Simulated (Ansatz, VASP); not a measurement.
**Two plane-wave programs on NaTa3O3**

```
Na Ta O
1.0
     4.36738    0.00000    0.00000
     0.00000    4.36738    0.00000
     0.00000    0.00000    4.36738
Na Ta O
1 3 3
Direct
  0.50000 0.50000 0.50000
  0.00000 0.50000 0.00000
  0.00000 0.00000 0.50000
  0.50000 0.00000 0.00000
  0.50000 0.00000 0.50000
  0.50000 0.50000 0.00000
  0.00000 0.50000 0.50000
```

Change from the starting cell: species swapped into the LiCu3O3 type (Pm-3m, No. 221).

Alike in both runs: task single point; functional PBE; k mesh 4 × 4 × 4; occupations gaussian, width 0.1 eV; collinear spin.

```csv
,VASP,Ansatz
version,VASP 6.6.1,Ansatz 0.2.0
potentials or method,"VASP PAW PBE potentials, release 64 (Na_pv, Ta_pv, O), cutoff 520 eV","scalar-relativistic, plane waves, PAW"
valence electrons in the cell,58,66
```

|  | VASP | Ansatz | Ansatz less VASP |
| --- | --- | --- | --- |
| gap on the k mesh at the Fermi level (eV) | none | none | - |
| pressure (GPa) | 0.2 | -0.3 | -0.42 |
| net moment per atom (μB) | 0.00 | 0.00 | 0.000 |

A gap of «none» marks a metal or a gap that the smearing closes. VASP's potentials hold 58 valence electrons a cell and Ansatz's 66, so a difference there can come from the potentials and not from the codes. Ansatz's warnings: seeded moment not kept.

Spin-orbit coupling is off throughout.
